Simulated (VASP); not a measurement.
# LiF (P4/mmm) in VASP: further runs

The runs below take LiF through single point, relaxation of cell and atoms, with PBE.

Program: VASP 6.6.1. These are calculated values, not measurements. Logs are shortened: lines on timing, memory, paths and dates and some standing lists are left out, and cuts for length are marked.

## Step 1: The cell of the first run

The structure is tetragonal, space group P4/mmm (No. 123). The conventional cell has a = 2.695 Å, b = 2.695 Å, c = 4.463 Å, α = 90.00°, β = 90.00°, γ = 90.00°. Li (site symmetry 4/mmm) has 4 F at 1.91 Å within 2.5 Å. Within 2.5 Å of F (site symmetry 4/mmm) lie 4 Li at 1.91 Å.

The cell was built from a structure type or drawn by symmetry, and may not be a known phase.

## Step 2: Single point, PBE

Input file INCAR:

```
SYSTEM = LiF
PREC     = Accurate       ! precision mode
ENCUT    = 520            ! plane-wave cutoff, eV
EDIFF    = 1E-6           ! SCF threshold, eV
ISMEAR   = 0              ! smearing method
SIGMA    = 0.02           ! smearing width, eV
LREAL    = .FALSE.        ! projectors in reciprocal space
LASPH    = .TRUE.         ! aspherical terms in the spheres
NELM     = 100            ! most SCF steps
ALGO     = Normal         ! electronic algorithm
ISIF     = 2              ! what is computed and relaxed
LWAVE    = .FALSE.        ! write WAVECAR
LCHARG   = .FALSE.        ! write CHGCAR
GGA      = PE             ! functional
NBANDS   = 12             ! bands
```

Input file KPOINTS:

```
regular mesh
0
G
  8 8 6
  0 0 0
```

Input file POSCAR:

```
LiF
1.0
    2.6951643997      0.0000000000      0.0000000000
    0.0000000000      2.6951643997      0.0000000000
    0.0000000000      0.0000000000      4.4634634969
Li F
1 1
Direct
    0.0000000000      0.0000000000      0.0000000000
    0.5000000000      0.5000000000      0.0000000000
```

Potentials or basis: VASP PAW PBE potentials, release 64 (Li_sv, F).

On the command line:

```sh
> cat potpaw_PBE.64/Li_sv/POTCAR potpaw_PBE.64/F/POTCAR > POTCAR
> mpirun -np 1 vasp_std > vasp.out
```

OUTCAR:

```text
SYSTEM = LiF
   PREC = Accurate
   ENCUT = 520
   EDIFF = 1E-6
   ISMEAR = 0
   LREAL = .FALSE.
   LASPH = .TRUE.
   NELM = 100
   ISIF = 2
   GGA = PE

 ion  position               nearest neighbor table
   1  0.000  0.000  0.000-   2 1.91   2 1.91   2 1.91   2 1.91
   2  0.500  0.500  0.000-   1 1.91   1 1.91   1 1.91   1 1.91

  LATTYP: Found a simple tetragonal cell.
 ALAT       =     2.6951643997
 C/A-ratio  =     1.6561006436

  Lattice vectors:

 A1 = (   2.6951643997,   0.0000000000,   0.0000000000)
 A2 = (   0.0000000000,   2.6951643997,   0.0000000000)
 A3 = (   0.0000000000,   0.0000000000,   4.4634634969)

Analysis of symmetry for initial positions (statically):
=====================================================================
 Subroutine PRICEL returns:
 Original cell was already a primitive cell.

 Routine SETGRP: Setting up the symmetry group for a
 simple tetragonal supercell.

 Subroutine GETGRP returns: Found 16 space group operations
 (whereof 16 operations were pure point group operations)
 out of a pool of 16 trial point group operations.

The static configuration has the point symmetry D_4h.

Analysis of symmetry for dynamics (positions and initial velocities):
=====================================================================
 Subroutine PRICEL returns:
 Original cell was already a primitive cell.

 Routine SETGRP: Setting up the symmetry group for a
 simple tetragonal supercell.

 Subroutine GETGRP returns: Found 16 space group operations
 (whereof 16 operations were pure point group operations)
 out of a pool of 16 trial point group operations.

The dynamic configuration has the point symmetry D_4h.

 Subroutine INISYM returns: Found 16 space group operations
 (whereof 16 operations are pure point group operations),
 and found     1 'primitive' translations

----------------------------------------------------------------------------------------

                                     Primitive cell

  volume of cell :      32.4222

  direct lattice vectors                    reciprocal lattice vectors
     2.695164400  0.000000000  0.000000000     0.371034880  0.000000000  0.000000000
     0.000000000  2.695164400  0.000000000     0.000000000  0.371034880  0.000000000
     0.000000000  0.000000000  4.463463497     0.000000000  0.000000000  0.224041263

  length of vectors
     2.695164400  2.695164400  4.463463497     0.371034880  0.371034880  0.224041263

  position of ions in fractional coordinates (direct lattice)
     0.000000000  0.000000000  0.000000000
     0.500000000  0.500000000  0.000000000

  ion indices of the primitive-cell ions
   primitive index   ion index
                 1           1
                 2           2

----------------------------------------------------------------------------------------

 KPOINTS: regular mesh

Automatic generation of k-mesh.
 Grid dimensions read from file:
 generate k-points for:    8    8    6

 Generating k-lattice:

  Cartesian coordinates                     Fractional coordinates (reciprocal lattice)
     0.046379360  0.000000000  0.000000000     0.125000000  0.000000000  0.000000000
     0.000000000  0.046379360  0.000000000     0.000000000  0.125000000  0.000000000
     0.000000000  0.000000000  0.037340211     0.000000000  0.000000000  0.166666667

  Length of vectors
     0.046379360  0.046379360  0.037340211

  Shift w.r.t. Gamma in fractional coordinates (k-lattice)
     0.000000000  0.000000000  0.000000000

 Subroutine IBZKPT returns following result:
 ===========================================

 Found     60 irreducible k-points:

 Following reciprocal coordinates:
            Coordinates               Weight
  0.000000  0.000000  0.000000      1.000000
  0.125000  0.000000  0.000000      4.000000
  0.250000  0.000000  0.000000      4.000000
  0.375000  0.000000  0.000000      4.000000
  0.500000  0.000000  0.000000      2.000000
  0.125000  0.125000  0.000000      4.000000
[... 16 lines left out ...]
  0.375000  0.125000  0.166667     16.000000
  0.500000  0.125000  0.166667      8.000000
 [... further k-points ...]
   k-points           NKPTS =     60   k-points in BZ     NKDIM =     60   number of bands    NBANDS=     12
   number of dos      NEDOS =    301   number of ions     NIONS =      2
   total plane-waves  NPLWV =  14400
   dimension x,y,z NGX =    20 NGY =   20 NGZ =   36
   dimension x,y,z NGXF=    40 NGYF=   40 NGZF=   72
   ions per type =               1   1
   NGX,Y,Z   is equivalent  to a cutoff of  12.34, 12.34, 13.41 a.u.
   NGXF,Y,Z  is equivalent  to a cutoff of  24.67, 24.67, 26.82 a.u.
 SYSTEM =  LiF
   PREC   = accura    normal or accurate (medium, high low for compatibility)
   ISTART =      0    job   : 0-new  1-cont  2-samecut
   ICHARG =      2    charge: 1-file 2-atom 10-const
   ISPIN  =      1    spin polarized calculation?
   LNONCOLLINEAR =      F non collinear calculations
   LSORBIT =      F    spin-orbit coupling
   LASPH  =      T    aspherical Exc in radial PAW
   ENCUT  =  520.0 eV  38.22 Ry    6.18 a.u.   5.01  5.01  8.30*2*pi/ulx,y,z
   NELM   =    100;   NELMIN=  2; NELMDL= -5     # of ELM steps
   EDIFF  = 0.1E-05   stopping-criterion for ELM
   LREAL  =      F    real-space projection
[... 7 lines left out ...]
   TEBEG  =    0.0;   TEEND  =   0.0 temperature during run
   PSTRESS=    0.0 pullay stress
   NELECT =      10.0000    total number of electrons
   NUPDOWN=      -1.0000    fix difference up-down
   EMIN   =  10.00;   EMAX   =-10.00  energy-range for DOS
   EFERMI =   0.00;   METHOD = LEGACY
   ISMEAR =     0;   SIGMA  =   0.02  broadening in eV -4-tet -1-fermi 0-gaus
   EFERMI_NEDOS =   21; number of points for ismear=-14 and -15
   IALGO  =     38    algorithm
   IMIX   =      4    mixing-type and parameters
     AMIX     =   0.40;   BMIX     =  1.00
     AMIX_MAG =   1.60;   BMIX_MAG =  1.00
  volume/ion in A,a.u.               =      16.21       109.40
  Fermi-wavevector in a.u.,A,eV,Ry     =   1.106099  2.090224 16.646115  1.223455
  Thomas-Fermi vector in A             =   2.242595
   LORBIT       =      0    0 simple, 1 ext, 2 COOP (PROOUT), +10 PAW based schemes
   GGA     = PE    functional components
   LHFCALC =     F    Hartree Fock is set to
   AEXX    =    0.0000 exact exchange contribution
   IVDW    =     0    specifies the selected vdW correction
   LEPSILON=     F    determine dielectric tensor
   LRPA    =     F    only Hartree local field effects (RPA)
 non-spin polarized calculation
 Gauss-broadening in eV      SIGMA  =   0.02
  energy-cutoff  :      520.00
  volume of cell :       32.42
 maximum number of plane-waves:       888
   NGX = 11   NGY = 11   NGZ = 17

 number of electron      10.0000000 magnetization

 number of electron       9.9999982 magnetization

 Free energy of the ion-electron system (eV)
  ---------------------------------------------------
  ext. energy  EPLUGINS =         0.00000000
  ---------------------------------------------------
  free energy    TOTEN  =        -9.40362623 eV

  energy without entropy =       -9.40362623  energy(sigma->0) =       -9.40362623

 E-fermi :  -3.8102     XC(G=0):  -6.4230

 val. band max:       -4.0200841105   @ k =   0.5000   0.0000   0.5000
 cond. band min:       1.7495828672   @ k =   0.0000   0.0000   0.0000
 fundamental gap:      5.7696669777
 Fermi energy:        -3.8102033728

 k-point     1 :       0.0000    0.0000    0.0000
  band No.  band energies     occupation
      1     -45.2670      2.00000
      2     -23.6328      2.00000
      3      -5.2919      2.00000
      4      -4.3851      2.00000
      5      -4.3851      2.00000
      6       1.7496      0.00000
      7       7.6395      0.00000
      8      11.9543      0.00000
      9      15.7844      0.00000
     10      18.5594      0.00000
     11      18.5594      0.00000
     12      22.5930      0.00000

 k-point     2 :       0.1250    0.0000    0.0000
  band No.  band energies     occupation
      1     -45.2614      2.00000
      2     -23.6113      2.00000
      3      -5.2027      2.00000
      4      -4.6686      2.00000
      5      -4.3339      2.00000
      6       2.1012      0.00000
      7       7.6963      0.00000
      8      12.0645      0.00000
      9      14.4997      0.00000
     10      18.2800      0.00000
     11      19.0354      0.00000
     12      20.1267      0.00000

 k-point     3 :       0.2500    0.0000    0.0000
  band No.  band energies     occupation
      1     -45.2480      2.00000
      2     -23.5582      2.00000
      3      -5.2932      2.00000
      4      -4.9787      2.00000
      5      -4.2073      2.00000
      6       3.0909      0.00000
      7       7.8437      0.00000
      8      11.4780      0.00000
      9      12.8850      0.00000
     10      17.1141      0.00000
     11      17.5609      0.00000
     12      18.0765      0.00000
[... 286 lines left out ...]
 k-point    23 :       0.3750    0.1250    0.1667
  band No.  band energies     occupation
      1     -45.2299      2.00000
      2     -23.4557      2.00000
      3      -5.8845      2.00000
      4      -4.7087      2.00000
      5      -4.4549      2.00000
      6       5.0249      0.00000
      7       8.0472      0.00000
      8      10.0775      0.00000
      9      12.2012      0.00000
     10      15.7230      0.00000
     11      16.0095      0.00000
     12      17.9673      0.00000

 k-point    24 :       0.5000    0.1250    0.1667
  band No.  band energies     occupation
      1     -45.2245      2.00000
      2     -23.4284      2.00000
      3      -6.1113      2.00000
      4      -4.6055      2.00000
      5      -4.4225      2.00000
      6       6.6232      0.00000
      7       7.0386      0.00000
      8       9.3514      0.00000
      9      11.7579      0.00000
     10      15.5009      0.00000
     11      15.8842      0.00000
     12      17.6923      0.00000

 [... further k-points ...]

------------------------ aborting loop because EDIFF is reached ----------------------------------------

  FORCE on cell =-STRESS in cart. coord.  units (eV):
  Direction    XX          YY          ZZ          XY          YZ          ZX
  --------------------------------------------------------------------------------------
  -------------------------------------------------------------------------------------
  Total       -0.0107114     -0.0107114     -0.0361498      0.0000000      0.0000000     -0.0000000
  in kB       -0.5293159     -0.5293159     -1.7863793      0.0000000      0.0000000     -0.0000000
  external PRESSURE =      -0.9483370 kB  Pullay stress =       0.0000000 kB

 VOLUME and BASIS-vectors are now :
 -----------------------------------------------------------------------------
  energy-cutoff  :      520.00
  volume of cell :       32.42
      direct lattice vectors                 reciprocal lattice vectors
     2.695164400  0.000000000  0.000000000     0.371034880  0.000000000  0.000000000
     0.000000000  2.695164400  0.000000000     0.000000000  0.371034880  0.000000000
     0.000000000  0.000000000  4.463463497     0.000000000  0.000000000  0.224041263

 POSITION                                       TOTAL-FORCE (eV/Angst)
 -----------------------------------------------------------------------------------
      0.00000      0.00000      0.00000         0.000000      0.000000      0.000000
      1.34758      1.34758      0.00000         0.000000      0.000000      0.000000
 -----------------------------------------------------------------------------------
    total drift:                                0.000000      0.000000     -0.000000

  FREE ENERGIE OF THE ION-ELECTRON SYSTEM (eV)
  ---------------------------------------------------
  free  energy   TOTEN  =        -9.4036262340 eV

  energy  without entropy=       -9.4036262340  energy(sigma->0) =       -9.40362623
```

Run time: 38 s. Hardware: 1 thread of AMD EPYC 7R43 (Zen 3), shared host; peak memory 0.11 GiB.

Results:

```yaml
Free_energy: -9.4036 eV
Band_gap_on_the_k_mesh: 5.77 eV (least direct gap 6.13 eV)
```

Caveat: the cutoff is under 1.25 times the usual one of these potentials, so pressure, stress and relaxed cells hold a basis-set (Pulay) error.

## Step 3: Relaxation of cell and atoms, PBE

Input file INCAR:

```
SYSTEM = LiF
PREC = Accurate
ENCUT = 600
EDIFF = 1E-7
ISMEAR = 0
SIGMA = 0.02
LREAL = .False.
LASPH = .True.
NELM = 100
ALGO = Normal
ISIF = 3
LWAVE = .False.
LCHARG = .False.
GGA = PE
IBRION = 2
NSW = 100
EDIFFG = -0.01
```

Input file KPOINTS:

```
Automatic mesh
0
Gamma
  8 8 6
  0 0 0
```

POSCAR is that of step 2.

Potentials or basis: VASP PAW PBE potentials, release 64 (Li_sv, F).

On the command line:

```sh
> cat potpaw_PBE.64/Li_sv/POTCAR potpaw_PBE.64/F/POTCAR > POTCAR
> mpirun -np 1 vasp_std > vasp.out
```

It took 4.4 min on 1 thread of AMD EPYC 7R43 (Zen 3), shared host; peak memory 0.12 GiB.

Results (log left out):

```
Free energy                           : -9.4121 eV
Relaxed volume                        : 14.07 Å³/atom
Relaxed cell                          : a = 2.688 Å, b = 2.688 Å, c = 3.895 Å, α = 90.00°, β = 90.00°, γ = 90.00°
Space group after relaxing (to 0.1 Å) : P4/mmm (No. 123)
Energy gained by relaxing             : 3.1 meV/atom
Ionic steps                           : 12
Pressure after relaxing               : 0.0 GPa
Band gap on the k mesh                : 5.95 eV (least direct gap 6.33 eV)
```

Step by step:
```
step  energy change (eV)  largest force (eV/Å)  pressure (GPa)  volume (Å³)
   1              0.0000                0.0000           -0.25        32.42
   2             -0.0002                0.0000           -0.16        32.30
   3             -0.0003                0.0000            0.08        32.00
   4             -0.0004                0.0000            0.12        31.95
   5             -0.0006                0.0000            0.15        31.77
   6             -0.0011                0.0000            0.22        31.43
   7             -0.0020                0.0000            0.38        30.74
   8             -0.0033                0.0000            0.74        29.38
   9             -0.0035                0.0000            0.70        29.33
  10             -0.0043                0.0000            0.60        29.16
  11             -0.0054                0.0000            0.40        28.83
  12             -0.0063                0.0000            0.01        28.14
```

Final structure:
```
CELL_PARAMETERS angstrom
2.68802 0.00000 0.00000
0.00000 2.68802 0.00000
0.00000 0.00000 3.89524
ATOMIC_POSITIONS crystal
Li 0.00000 0.00000 0.00000
F 0.50000 0.50000 0.00000
```

Levels at points of the mesh, in eV from the valence-band top:
```
           k point  band 3  band 4  band 5  band 6  band 7  band 8
(0.00, 0.00, 0.00)   -1.14   -0.38   -0.38    5.95   13.31   17.87
(0.50, 0.00, 0.00)   -2.10   -0.55   -0.01   10.41   11.31   13.32
(0.50, 0.50, 0.00)   -2.40   -2.40   -0.18   14.66   15.28   15.28
(0.00, 0.00, 0.50)   -1.68   -0.37   -0.37    7.74   11.20   20.42
(0.50, 0.00, 0.50)   -2.02   -0.80    0.00    9.23   13.17   13.26
(0.50, 0.50, 0.50)   -2.36   -2.36   -0.33   13.75   15.10   15.10
```

Caveat: the cutoff is under 1.25 times the usual one of these potentials, so pressure, stress and relaxed cells hold a basis-set (Pulay) error.
